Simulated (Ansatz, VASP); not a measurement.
**One calculation of AlN, two programs**

The input POSCAR:

```
AlN
1.0
    3.1110021516      0.0000000000      0.0000000000
   -1.5555010758      2.6942068945      0.0336775862
    0.0000000000      0.0622250000      4.9780000000
Al N
2 2
Direct
    0.3333333333      0.6666666667      0.0000000000
    0.6666666667      0.3333333333      0.5000000000
    0.3333333333      0.6666666667      0.3850000000
    0.6666666667      0.3333333333      0.8850000000
```

INCAR.step1

```
PREC = Accurate
ENCUT = 520
ISMEAR = 0
SIGMA = 0.05
LREAL = F
LASPH = T
NELM = 80
NBANDS = 16
GGA = PE
ALGO = Normal
EDIFF = 1E-4
LWAVE = T
LCHARG = F
```

The input INCAR.step2:

```
PREC = Accurate
ENCUT = 520
EDIFF = 1E-6
ISMEAR = 0
SIGMA = 0.05
LREAL = F
LASPH = T
NELM = 80
ALGO = Normal
ISIF = 2
LWAVE = F
LCHARG = F
METAGGA = R2SCAN
LMIXTAU = T
NBANDS = 16
ISTART = 1
```

Contents of KPOINTS:

```
regular mesh
0
Gamma
  12 12 6
```

Input for Ansatz:

```yaml
crystal:
  lattice:
    - [3.1110021516, 0.0, 0.0]
    - [-1.5555010758, 2.6942068945, 0.0336775862]
    - [0.0, 0.062225, 4.978]
  atoms:
    - { symbol: Al, position: [0.3333333333, 0.6666666667, 0.0] }
    - { symbol: Al, position: [0.6666666667, 0.3333333333, 0.5] }
    - { symbol: "N", position: [0.3333333333, 0.6666666667, 0.385] }
    - { symbol: "N", position: [0.6666666667, 0.3333333333, 0.885] }
basis:
  ecutwfc: 500
kpoints:
  mp_grid: { grid: [12, 12, 6] }
hamiltonian:
  xc: r2scan
scf:
  occupations: { method: gaussian, width: 0.05 }
output:
  forces: true
  stress: true
  eigenvalues: true
```

Change from the starting cell: strain +0.0250 x Voigt [0, 0, 0, 1, 0, 0], atoms carried along.

Alike in both runs: task single point; functional r2SCAN; k mesh 12 × 12 × 6; occupations gaussian, width 0.05 eV; no spin polarisation.

```csv
,VASP,Ansatz
version,VASP 6.6.1,Ansatz 0.2.0
potentials or method,"VASP PAW PBE potentials, release 64 (Al, N), cutoff 520 eV","scalar-relativistic, plane waves, PAW"
valence electrons in the cell,16,16
```

```tsv
	VASP	Ansatz	Ansatz less VASP
gap on the k mesh at the Fermi level (eV)	4.82	4.78	-0.040
least direct gap on the mesh (eV)	4.82	4.78	-0.040
pressure (GPa)	-1.0	-0.6	+0.40
traceless stress, the component that is largest in VASP (GPa)	-3.46	-3.44	+0.023
rms of the force components (eV/Å)	0.137	0.136	-0.0015
```

VASP's potentials were made for PBE, not for r2SCAN. Atom by atom the forces differ by 0.002 eV/Å (rms over components). With one functional, cell and mesh, what is left measures potentials, basis and numerics.
